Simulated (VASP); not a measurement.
# Pt (P6/mmm) in VASP: notebook

The runs below take Pt through single point, with PBE.

Program: VASP 6.6.1. These are calculated values, not measurements. Logs are shortened: lines on timing, memory, paths and dates and some standing lists are left out, and cuts for length are marked.

## 1. The cell of the first run

Symmetry: P6/mmm, No. 191, hexagonal system. Conventional cell: a = 4.534 Å, b = 4.534 Å, c = 2.703 Å, α = 90.00°, β = 90.00°, γ = 120.00°. Pt (site symmetry 6/mmm) has 14 Pt at 2.70 to 2.95 Å within 3.6 Å. Pt (site symmetry -6m2) has 11 Pt at 2.62 to 2.95 Å within 3.5 Å.

This isn't the form of Pt at room conditions, which is fcc.

## 2. Single point, PBE

Input file INCAR:

```
PREC = Accurate
ENCUT = 520
EDIFF = 1E-6
ISMEAR = -1
SIGMA = 0.1
LREAL = F
LASPH = T
NELM = 60
ALGO = Normal
ISIF = 2
LWAVE = F
LCHARG = F
GGA = PE
NBANDS = 22
```

Input file KPOINTS:

```
Automatic mesh
0
Gamma
  8 8 12
```

Input file POSCAR:

```
Pt
1.0
    4.5339875526      0.0000000000      0.0000000000
   -2.2669937763      3.9265484010      0.0000000000
    0.0000000000      0.0000000000      2.7029704986
Pt
3
Direct
    0.0000000000      0.0000000000      0.0000000000
    0.3333333333      0.6666666667      0.5000000000
    0.6666666667      0.3333333333      0.5000000000
```

Potentials or basis: VASP PAW PBE potentials, release 64 (Pt).

Started as:

```bash
> cat potpaw_PBE.64/Pt/POTCAR > POTCAR
> mpirun -np 1 vasp_std > vasp.out
```

OUTCAR:

```text
PREC = Accurate
   ENCUT = 520
   EDIFF = 1E-6
   ISMEAR = -1
   LREAL = F
   LASPH = T
   NELM = 60
   ISIF = 2
   GGA = PE

 ion  position               nearest neighbor table
   1  0.000  0.000  0.000-   2 2.95   3 2.95   2 2.95   3 2.95   3 2.95   3 2.95   2 2.95   2 2.95
                             3 2.95   3 2.95   2 2.95   2 2.95
   2  0.333  0.667  0.500-   3 2.62   3 2.62   3 2.62   1 2.95   1 2.95   1 2.95   1 2.95   1 2.95
                             1 2.95
   3  0.667  0.333  0.500-   2 2.62   2 2.62   2 2.62   1 2.95   1 2.95   1 2.95   1 2.95   1 2.95
                             1 2.95

  LATTYP: Found a hexagonal cell.
 ALAT       =     4.5339875526
 C/A-ratio  =     0.5961574590

  Lattice vectors:

 A1 = (   4.5339875526,   0.0000000000,   0.0000000000)
 A2 = (  -2.2669937763,   3.9265484010,   0.0000000000)
 A3 = (   0.0000000000,   0.0000000000,   2.7029704986)

Analysis of symmetry for initial positions (statically):
=====================================================================
 Subroutine PRICEL returns:
 Original cell was already a primitive cell.

 Routine SETGRP: Setting up the symmetry group for a
 hexagonal supercell.

 Subroutine GETGRP returns: Found 24 space group operations
 (whereof 24 operations were pure point group operations)
 out of a pool of 24 trial point group operations.

The static configuration has the point symmetry D_6h.

Analysis of symmetry for dynamics (positions and initial velocities):
=====================================================================
 Subroutine PRICEL returns:
 Original cell was already a primitive cell.

 Routine SETGRP: Setting up the symmetry group for a
 hexagonal supercell.

 Subroutine GETGRP returns: Found 24 space group operations
 (whereof 24 operations were pure point group operations)
 out of a pool of 24 trial point group operations.

The dynamic configuration has the point symmetry D_6h.

 Subroutine INISYM returns: Found 24 space group operations
 (whereof 24 operations are pure point group operations),
 and found     1 'primitive' translations

----------------------------------------------------------------------------------------

                                     Primitive cell

  volume of cell :      48.1208

[... 84 lines left out ...]
   ISPIN  =      1    spin polarized calculation?
   LNONCOLLINEAR =      F non collinear calculations
   LSORBIT =      F    spin-orbit coupling
   LASPH  =      T    aspherical Exc in radial PAW
   ENCUT  =  520.0 eV  38.22 Ry    6.18 a.u.   8.43  8.43  5.03*2*pi/ulx,y,z
   NELM   =     60;   NELMIN=  2; NELMDL= -5     # of ELM steps
   EDIFF  = 0.1E-05   stopping-criterion for ELM
   LREAL  =      F    real-space projection
   EDIFFG = 0.1E-04   stopping-criterion for IOM
   NSW    =      0    number of steps for IOM
   IBRION =     -1    ionic relax: 0-MD 1-quasi-New 2-CG
   NFREE  =      0    steps in history (QN), initial steepest desc. (CG)
   ISIF   =      2    stress and relaxation
   ISYM   =      2    0-nonsym 1-usesym 2-fastsym
   POTIM  = 0.5000    time-step for ionic-motion
   TEBEG  =    0.0;   TEEND  =   0.0 temperature during run
   PSTRESS=    0.0 pullay stress
   NELECT =      30.0000    total number of electrons
   NUPDOWN=      -1.0000    fix difference up-down
   EMIN   =  10.00;   EMAX   =-10.00  energy-range for DOS
   EFERMI =   0.00;   METHOD = LEGACY
   ISMEAR =    -1;   SIGMA  =   0.10  broadening in eV -4-tet -1-fermi 0-gaus
   EFERMI_NEDOS =   21; number of points for ismear=-14 and -15
   IALGO  =     38    algorithm
   IMIX   =      4    mixing-type and parameters
     AMIX     =   0.40;   BMIX     =  1.00
     AMIX_MAG =   1.60;   BMIX_MAG =  1.00
  volume/ion in A,a.u.               =      16.04       108.24
  Fermi-wavevector in a.u.,A,eV,Ry     =   1.398528  2.642834 26.611357  1.955880
  Thomas-Fermi vector in A             =   2.521677
   LORBIT       =      0    0 simple, 1 ext, 2 COOP (PROOUT), +10 PAW based schemes
   GGA     = PE    functional components
   LHFCALC =     F    Hartree Fock is set to
   AEXX    =    0.0000 exact exchange contribution
   IVDW    =     0    specifies the selected vdW correction
   LEPSILON=     F    determine dielectric tensor
   LRPA    =     F    only Hartree local field effects (RPA)
 non-spin polarized calculation
  energy-cutoff  :      520.00
  volume of cell :       48.12
 maximum number of plane-waves:      1330
 NGX is ok and might be reduce to    36
   NGX = 17   NGY = 17   NGZ = 11

 number of electron      30.0000002 magnetization

 Free energy of the ion-electron system (eV)
  ---------------------------------------------------
  ext. energy  EPLUGINS =         0.00000000
  ---------------------------------------------------
  free energy    TOTEN  =       -17.96156521 eV

  energy without entropy =      -17.79769478  energy(sigma->0) =      -17.87962999

 E-fermi :  10.0730     XC(G=0): -13.1065

 val. band max:       10.0714360719   @ k =   0.3750   0.0000   0.0833
 cond. band min:      10.0736545457   @ k =   0.5000  -0.0000   0.3333
 fundamental gap:      0.0022184738
 Fermi energy:        10.0729687723

 k-point     1 :       0.0000    0.0000    0.0000
  band No.  band energies     occupation
      1       0.5841      2.00000
      2       3.8916      2.00000
      3       5.4029      2.00000
      4       6.0839      2.00000
      5       6.0839      2.00000
      6       6.1205      2.00000
[... 589 lines left out ...]
     21      23.1092      0.00000
     22      23.5416      0.00000

 [... further k-points ...]

------------------------ aborting loop because EDIFF is reached ----------------------------------------

  FORCE on cell =-STRESS in cart. coord.  units (eV):
  Direction    XX          YY          ZZ          XY          YZ          ZX
  --------------------------------------------------------------------------------------
  -------------------------------------------------------------------------------------
  Total       -0.1488323     -0.1488323     -0.1513261     -0.0000000      0.0000000      0.0000000
  in kB       -4.9553594     -4.9553594     -5.0383914     -0.0000000      0.0000000      0.0000000
  external PRESSURE =      -4.9830367 kB  Pullay stress =       0.0000000 kB

 VOLUME and BASIS-vectors are now :
 -----------------------------------------------------------------------------
  energy-cutoff  :      520.00
  volume of cell :       48.12
      direct lattice vectors                 reciprocal lattice vectors
     4.533987553  0.000000000  0.000000000     0.220556406  0.127338300  0.000000000
    -2.266993776  3.926548401  0.000000000     0.000000000  0.254676601  0.000000000
     0.000000000  0.000000000  2.702970499     0.000000000  0.000000000  0.369963342

 POSITION                                       TOTAL-FORCE (eV/Angst)
 -----------------------------------------------------------------------------------
      0.00000      0.00000      0.00000         0.000000     -0.000000      0.000000
     -0.00000      2.61770      1.35149         0.000000     -0.000000     -0.000000
      2.26699      1.30885      1.35149        -0.000000      0.000000      0.000000
 -----------------------------------------------------------------------------------
    total drift:                                0.000000      0.000000     -0.000000

  FREE ENERGIE OF THE ION-ELECTRON SYSTEM (eV)
  ---------------------------------------------------
  free  energy   TOTEN  =       -17.9615652075 eV

  energy  without entropy=      -17.7976947806  energy(sigma->0) =      -17.87962999
```

stdout:

```text
POSCAR found type information on POSCAR Pt
 POSCAR found :  1 types and       3 ions
 scaLAPACK will be used
 LDA part: xc-table for (Slater+PW92), standard interpolation
 POSCAR, INCAR and KPOINTS ok, starting setup
 FFT: planning ... GRIDC
 FFT: planning ... GRID_SOFT
 FFT: planning ... GRID
 WAVECAR not read
 entering main loop
```

It took 84 s on 1 thread of Intel Xeon 8259CL, shared host; peak memory 0.2 GiB.

What came out:

```yaml
Free_energy: -17.9616 eV
Pressure: -0.5 GPa
Band_gap_on_the_k_mesh: zero (bands 15 and 16 overlap by 1.36 eV)
```

Levels at points of the mesh, in eV from the Fermi level:
```
           k point  band 13  band 14  band 15  band 16  band 17  band 18
(0.00, 0.00, 0.00)    -1.77    -1.77     0.31     0.31     4.89     5.83
(0.50, 0.00, 0.00)    -0.33    -0.31    -0.30    -0.25     0.07     0.34
(0.00, 0.00, 0.50)    -0.16    -0.16     1.11     2.28     2.68     7.82
(0.50, 0.00, 0.50)    -0.43     0.12     0.68     2.03     2.70     5.42
```

Caveat: spin-orbit coupling is left out, which moves the levels of the heavy elements.

## 3. Single point, PBE (14.12 Å³/atom)

This run uses another cell than the first one, of 14.12 Å³/atom.

Input file INCAR:

```
SYSTEM = Pt
  PREC = Accurate
  ENCUT = 520
  EDIFF = 1E-6
  ISMEAR = -1
  SIGMA = 0.1
  LREAL = .False.
  LASPH = .True.
  NELM = 100
  ALGO = Normal
  ISIF = 2
  LWAVE = .False.
  LCHARG = .True.
  GGA = PE
  LELF = .True.
  LVHAR = .True.
  NBANDS = 22
```

Input file KPOINTS:

```
Automatic mesh
0
Gamma
  9 9 13
  0 0 0
```

Input file POSCAR:

```
Pt
1.0
    4.3448475982      0.0000000000      0.0000000000
   -2.1724237991      3.7627483956      0.0000000000
    0.0000000000      0.0000000000      2.5902133040
Pt
3
Direct
    0.0000000000      0.0000000000      0.0000000000
    0.3333333333      0.6666666667      0.5000000000
    0.6666666667      0.3333333333      0.5000000000
```

Potentials or basis: VASP PAW PBE potentials, release 64 (Pt).

Started as:

```bash
> cat potpaw_PBE.64/Pt/POTCAR > POTCAR
> mpirun -np 1 vasp_std > vasp.out
```

It took 90 s on 1 thread of Intel Xeon 8259CL, shared host; peak memory 0.2 GiB.

It converged, with:

| Item | Value |
| --- | --- |
| Free energy | -17.2955 eV |
| Pressure | 41.5 GPa |
| Band gap on the k mesh | zero (bands 15 and 16 overlap by 1.56 eV) |

Stress tensor (GPa, compression positive):
```
41.10  0.00  0.00
 0.00 41.10  0.00
 0.00  0.00 42.39
```

Levels at points of the mesh, in eV from the Fermi level:
```
           k point  band 13  band 14  band 15  band 16  band 17  band 18
(0.00, 0.00, 0.00)    -2.22    -2.22     0.43     0.43     5.57     6.60
```

Caveat: the cell stands under pressure; spin-orbit coupling is left out, which moves the levels of the heavy elements.

## 4. Single point, PBE (14.76 Å³/atom)

This run uses another cell than the first one, of 14.76 Å³/atom.

Input file INCAR:

```
SYSTEM = Pt
  PREC = Accurate
  ENCUT = 520
  EDIFF = 1E-6
  ISMEAR = -1
  SIGMA = 0.1
  LREAL = .FALSE.
  LASPH = .TRUE.
  NELM = 60
  ALGO = Normal
  ISIF = 2
  LWAVE = .FALSE.
  LCHARG = .FALSE.
  GGA = PE
  NBANDS = 22
```

Input file KPOINTS:

```
Automatic mesh
0
G
  9 9 13
  0 0 0
```

Input file POSCAR:

```
Pt
1.0
    4.4097056319      0.0000000000      0.0000000000
   -2.2048528159      3.8189171004      0.0000000000
    0.0000000000      0.0000000000      2.6288789045
Pt
3
Direct
    0.0000000000      0.0000000000      0.0000000000
    0.3333333333      0.6666666667      0.5000000000
    0.6666666667      0.3333333333      0.5000000000
```

Started as:

```bash
> cat potpaw_PBE.64/Pt/POTCAR > POTCAR
> mpirun -np 1 vasp_std > vasp.out
```

Run time: 99 s. Hardware: 1 thread of Intel Xeon 8259CL, shared host; peak memory 0.21 GiB.

Results (log left out):

```
Free energy            : -17.6852 eV
Pressure               : 23.8 GPa
Band gap on the k mesh : zero (bands 15 and 16 overlap by 1.45 eV)
```

Stress tensor (GPa, compression positive):
```
23.44  0.00  0.00
 0.00 23.44  0.00
 0.00  0.00 24.60
```

Levels at points of the mesh, in eV from the Fermi level:
```
           k point  band 12  band 13  band 14  band 15  band 16  band 17  band 18  band 19
(0.00, 0.00, 0.00)    -2.18    -2.05    -2.05     0.38     0.38     5.33     6.33     7.66
```

Caveat: the cell stands under pressure; spin-orbit coupling is left out, which moves the levels of the heavy elements.

(Part 1 of 2 ends here.)
